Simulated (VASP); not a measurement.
Runs of VASP 6.6.1 on GaGe3. The structure is that of space group Fm-3m (No. 225), or close to it. The cells are those of the table. 

| task | cell | cutoff (eV) | gap on the mesh (eV) | pressure (GPa) |
| --- | --- | --- | --- | --- |
| relaxation of cell and atoms | relaxed to 5 GPa from a = 4.790 Å, angles 60.0°, 4 atoms | 600 | - | 5.0 |
| single point | a = 4.686 Å, angles 60.0°, 4 atoms | 520 | none | 1.8 |
| relaxation of cell and atoms | relaxed to 10 GPa from a = 4.790 Å, angles 60.0°, 4 atoms | 600 | - | 10.0 |
| single point | a = 4.552 Å, angles 60.0°, 4 atoms | 520 | none | 10.2 |
| single point | a = 4.733 Å, angles 60.0°, 4 atoms | 520 | none | (a) |

Alike in all rows: level PBE; potentials or basis VASP PAW PBE potentials, release 64 (Ga_d, Ge_d); no spin polarisation; k mesh 5 × 5 × 5; smearing methfessel-paxton 0.1 eV.

Task: Estimate the missing entries.

Result: (a) 0.0.

Caveats: the cell is relaxed towards a set pressure, so the enthalpy falls and the energy may rise (some runs); the bands computed are all filled at some k points, so no gap is given (some runs).

A k mesh can miss the band edges, and the runs leave out spin-orbit coupling on Ga, Ge.

A gap of «none» marks levels without a gap at the run's occupations.
